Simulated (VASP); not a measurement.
Y2MoH2: single point with r2SCAN

Crystal: Y2MoH2.

```
H Y Mo
1.0
     1.87434    3.24644    0.00000
    -1.87434    3.24644    0.00000
     0.00000    0.00000    6.14999
H Y Mo
2 2 1
Direct
  0.33330 0.33340 0.60700
  0.66670 0.66660 0.39300
  0.33330 0.33340 0.22650
  0.66670 0.66660 0.77350
  0.00000 0.00000 0.00000
```

* Program: VASP 6.6.1
* Task: single point
* Functional: r2SCAN
* Potentials or basis: VASP PAW PBE potentials, release 64 (H, Y_sv, Mo_sv)
* Cutoff: 520 eV
* k mesh: 6 × 6 × 3
* Occupations: fermi-dirac, width 0.1 eV
* Spin: no spin polarisation
* Dipole correction: no
* Further INCAR settings: ALGO = Normal; EDIFF = 1e-06; NBANDS = 27

```json
{"Pressure": "20.8 GPa", "Largest force": "5.516 eV/Å", "Band gap on the k mesh": "zero (bands 19 and 20 overlap by 0.99 eV)"}
```

Forces on the atoms (eV/Å):
```
H    0.000  0.000  0.204
H    0.000  0.000 -0.204
Y    0.002 -0.001  5.516
Y   -0.002  0.001 -5.516
Mo   0.000  0.000  0.000
```

Stress tensor (GPa, compression positive):
```
16.14 -0.01  0.00
-0.01 16.13  0.00
 0.00  0.00 30.08
```

Levels at points of the mesh, in eV from the Fermi level:
```csv
k point,band 15,band 16,band 17,band 18,band 19,band 20,band 21,band 22,band 23,band 24
"(0.00, 0.00, 0.00)",-2.03,-1.75,-1.75,-1.38,-1.38,-0.59,2.54,2.54,3.72,5.54
"(0.50, 0.00, 0.00)",-2.69,-0.73,-0.51,0.11,0.40,0.81,1.35,2.32,2.58,4.07
"(0.00, 0.50, 0.00)",-2.69,-0.73,-0.51,0.11,0.40,0.81,1.35,2.32,2.58,4.06
```

It took 2.8 min on 1 thread of AMD EPYC 9R45 96-Core Processor (Zen 5) (shared host), peak memory 0.22 GiB.

Caveat: the stress differs along the axes, from 16 to 30 GPa; the PAW data sets were made with another functional, which shifts forces and pressure a little.
